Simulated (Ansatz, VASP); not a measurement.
## InSb3 in VASP and in Ansatz

INCAR

```
SYSTEM = InSb3
  ALGO = Normal
  EDIFF = 1E-6
  ENCUT = 520
  GGA = PE
  ISIF = 2
  ISMEAR = 0
  IVDW = 12
  LASPH = .TRUE.
  LCHARG = .FALSE.
  LREAL = .FALSE.
  LWAVE = .FALSE.
  NBANDS = 22
  NELM = 80
  PREC = Accurate
  SIGMA = 0.15
```

File KPOINTS:

```
k-points
0
G
  10 10 10
  0 0 0
```

File POSCAR:

```
InSb3
1.0
    5.1119780680      0.0000000000      0.0000000000
    0.0000000000      5.1119780680      0.0000000000
    0.0000000000      0.0000000000      5.1119780680
In Sb
1 3
Direct
    0.0000000000      0.0000000000      0.0000000000
    0.5000000000      0.0000000000      0.5000000000
    0.0000000000      0.5000000000      0.5000000000
    0.5000000000      0.5000000000      0.0000000000
```

Input for Ansatz:

```yaml
crystal:
  lattice:
    - [5.111978068, 0.0, 0.0]
    - [0.0, 5.111978068, 0.0]
    - [0.0, 0.0, 5.111978068]
  atoms:
    - { symbol: In, position: [0.0, 0.0, 0.0] }
    - { symbol: Sb, position: [0.5, 0.0, 0.5] }
    - { symbol: Sb, position: [0.0, 0.5, 0.5] }
    - { symbol: Sb, position: [0.5, 0.5, 0.0] }
basis:
  ecutwfc: 420
kpoints:
  mp_grid: { grid: [10, 10, 10] }
hamiltonian:
  xc: pbe
  dispersion: d3bj
scf:
  occupations: { method: gaussian, width: 0.15 }
output:
  forces: true
  stress: true
  eigenvalues: true
```

Change from the starting cell: strain +0.080 along x and y, +0.080 along z, atoms carried along.

Alike in both runs: task single point; functional PBE; dispersion D3(BJ); k mesh 10 × 10 × 10; occupations gaussian, width 0.15 eV; no spin polarisation.

|  | VASP | Ansatz |
| --- | --- | --- |
| version | VASP 6.6.1 | Ansatz 0.2.0 |
| potentials or method | VASP PAW PBE potentials, release 64 (In_d, Sb), cutoff 520 eV | scalar-relativistic, plane waves, PAW |
| valence electrons in the cell | 28 | 58 |

```tsv
	VASP	Ansatz	Ansatz less VASP
gap on the k mesh at the Fermi level (eV)	none	none	-
pressure (GPa)	-7.7	-7.7	+0.07
```

A gap of «none» marks a metal or a gap that the smearing closes. VASP's potentials hold 28 valence electrons a cell and Ansatz's 58, so a difference there can come from the potentials and not from the codes.

Spin-orbit coupling is off throughout.
